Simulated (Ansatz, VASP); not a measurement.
# TePb in VASP and in Ansatz

```
CELL_PARAMETERS angstrom
0.00000 3.14633 3.22700
3.14633 0.00000 3.22700
3.14633 3.14633 0.00000
ATOMIC_POSITIONS crystal
Te 0.50000 0.50000 0.50000
Pb 0.00000 0.00000 0.00000
```

Change from the starting cell: strain -0.025 along x and y, +0.000 along z, atoms carried along.

Alike in both runs: task single point; functional r2SCAN; k mesh 8 × 8 × 8; occupations gaussian, width 0.05 eV; no spin polarisation.

|  | VASP | Ansatz |
| --- | --- | --- |
| version | VASP 6.6.1 | Ansatz 0.2.0 |
| potentials or method | VASP PAW PBE potentials, release 64 (Te, Pb_d), cutoff 520 eV | scalar-relativistic, plane waves, PAW |
| valence electrons in the cell | 20 | 30 |

```tsv
	VASP	Ansatz	Ansatz less VASP
gap on the k mesh at the Fermi level (eV)	0.83	0.83	-0.004
least direct gap on the mesh (eV)	0.83	0.83	-0.004
pressure (GPa)	4.6	4.6	-0.01
traceless stress, the component that is largest in VASP (GPa)	-2.57	-2.56	+0.006
```

VASP's potentials were made for PBE, not for r2SCAN. VASP's potentials hold 20 valence electrons a cell and Ansatz's 30, so a difference there can come from the potentials and not from the codes.

Neither program's run includes spin-orbit coupling.
